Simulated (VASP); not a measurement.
## SnSe2: single point with PBEsol+D3(BJ)

Crystal: SnSe2.

```
Sn Se
1.0
     4.11588    0.00000    0.00000
    -2.05794    3.56446    0.00000
     0.00000    0.00000    6.62796
Sn Se
1 2
Direct
  0.00000 0.00000 0.00000
  0.33333 0.66667 0.25000
  0.66667 0.33333 0.75000
```

This cell differs from its parent crystal: strain +0.080 along x and y, +0.080 along z.

| Property | Result |
| --- | --- |
| Program | VASP 6.6.1 |
| Task | single point |
| Functional | PBEsol |
| Dispersion | D3(BJ) |
| Potentials or basis | VASP PAW PBE potentials, release 64 (Sn_d, Se) |
| Cutoff | 520 eV |
| k mesh | 12 × 12 × 6 |
| Occupations | gaussian, width 0.05 eV |
| Spin | no spin polarisation |

| Property | Result |
| --- | --- |
| Pressure | -9.2 GPa |
| Largest force | 1.020 eV/Å |
| Band gap on the k mesh | 0.21 eV, indirect (least direct gap 0.33 eV) |
| Dispersion energy per atom | -0.259 eV |

Forces on the atoms (eV/Å):
```
Sn   0.000  0.000  0.000
Se   0.000  0.000 -1.020
Se   0.000  0.000  1.020
```

Stress tensor (GPa, compression positive):
```
-9.79  0.00  0.00
 0.00 -9.79  0.00
 0.00  0.00 -8.14
```

Levels at points of the mesh, in eV from the valence-band top:
| k point | band 9 | band 10 | band 11 | band 12 | band 13 | band 14 | band 15 | band 16 | band 17 | band 18 |
| --- | --- | --- | --- | --- | --- | --- | --- | --- | --- | --- |
| (0.00, 0.00, 0.00) | -0.52 | -0.52 | -0.30 | -0.30 | -0.12 | 0.21 | 2.65 | 4.06 | 4.06 | 7.47 |
| (0.50, 0.00, 0.00) | -3.39 | -2.18 | -1.96 | -0.86 | -0.25 | 0.74 | 3.38 | 4.75 | 5.50 | 5.88 |
| (0.00, 0.00, 0.50) | -1.42 | -0.59 | -0.59 | -0.19 | -0.19 | 1.44 | 2.42 | 3.90 | 3.90 | 7.55 |
| (0.50, 0.00, 0.50) | -3.71 | -1.83 | -1.60 | -0.59 | -0.52 | 0.41 | 3.84 | 4.54 | 5.21 | 5.98 |

Run time: 120 s on 1 thread of Intel(R) Xeon(R) Platinum 8488C (Sapphire Rapids), with other jobs on the host, peak memory 0.35 GiB.

Caveat: the cell differs from its parent crystal (strain +0.080 along x and y, +0.080 along z); the PAW data sets were made with another functional, which shifts forces and pressure a little; spin-orbit coupling is left out, which moves the levels of the heavy elements. A k mesh can miss the band edges.
